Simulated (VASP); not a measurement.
Input of a VASP 6.6.1 run:

Contents of INCAR:

```
PREC = Accurate
ENCUT = 600
EDIFF = 1E-7
ISMEAR = 0
SIGMA = 0.1
LREAL = F
LASPH = T
NELM = 80
ALGO = Normal
ISIF = 3
LWAVE = F
LCHARG = F
GGA = PE
IBRION = 2
NSW = 100
EDIFFG = -0.01
```

KPOINTS

```
Automatic mesh
0
Gamma
  12 12 6
```

File POSCAR:

```
BiSbS4
1.0
    4.2024312100      0.0000000000      0.0000000000
   -2.1012156100      3.6394121900      0.0000000000
    0.0000000000      0.0000000000      8.3228250100
Sb Bi S
1 1 4
Direct
    0.0000000000      0.0000000000      0.0000000000
    0.0000000000      0.0000000000      0.5000000000
    0.3333333300      0.6666666700      0.7531560100
    0.3333333300      0.6666666700      0.2468439900
    0.6666666700      0.3333333300      0.7531560100
    0.6666666700      0.3333333300      0.2468439900
```

Potentials or basis: VASP PAW PBE potentials, release 64 (Sb, Bi_d, S).

The run is started by

```bash
$ cat potpaw_PBE.64/Sb/POTCAR potpaw_PBE.64/Bi_d/POTCAR potpaw_PBE.64/S/POTCAR > POTCAR
$ mpirun -np 1 vasp_std > vasp.out
```

(1) What does it give for the band gap on the k mesh?

(2) What does it give for the relaxed cell?

(3) Estimate the relaxed volume.

Results:

(1) zero (bands 22 and 23 overlap by 2.17 eV).

(2) a = 4.534 Å, b = 4.534 Å, c = 7.041 Å, α = 90.00°, β = 90.00°, γ = 120.00°.

(3) 20.89 Å³/atom.

Caveat: a cell axis changed by over 15 % at a fixed basis, so the end point is rough; spin-orbit coupling is left out, which moves the levels of the heavy elements.
